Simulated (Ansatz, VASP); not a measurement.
Al: VASP beside Ansatz

```xyz
19
Lattice="2.8638 0.0000 0.0000 0.0000 2.8638 0.0000 0.0000 0.0000 56.4500" Properties=species:S:1:pos:R:3 pbc="T T T"
Al    0.0000    0.0000   10.5583
Al    1.4319    1.4319   12.5483
Al    0.0000    0.0000   14.5228
Al    1.4319    1.4319   16.4936
Al    0.0000    0.0000   18.4452
Al    1.4319    1.4319   20.3926
Al    0.0000    0.0000   22.3511
Al    1.4319    1.4319   24.3033
Al    0.0000    0.0000   26.2663
Al    1.4319    1.4319   28.2250
Al    0.0000    0.0000   30.1837
Al    1.4319    1.4319   32.1467
Al    0.0000    0.0000   34.0989
Al    1.4319    1.4319   36.0574
Al    0.0000    0.0000   38.0048
Al    1.4319    1.4319   39.9564
Al    0.0000    0.0000   41.9272
Al    1.4319    1.4319   43.9017
Al    0.0000    0.0000   45.8917
```

Alike in both runs: functional LDA; k mesh 20 × 20 × 1; occupations gaussian, width 0.1 eV; no spin polarisation.

Ansatz relaxed the structure, and its values are those at the end. VASP's run is a single point on that final structure, the one shown.

```csv
,VASP,Ansatz
version,VASP 6.6.1,Ansatz 0.2.0
potentials or method,"VASP PAW LDA potentials, release 64 (Al)","scalar-relativistic, plane waves, PAW"
plane-wave cutoff (eV),520,420
valence electrons in the cell,57,57
```

```csv
,VASP,Ansatz,Ansatz less VASP
gap on the k mesh at the Fermi level (eV),none,none,-
rms of the force components (eV/Å),0.003,0.002,-0.0006
```

LDA's correlation is that of Perdew and Zunger in VASP and of Perdew and Wang (1992) in Ansatz. A gap of «none» marks a metal or a gap that the smearing closes. Ansatz's warnings: xc potential rough in thin density.
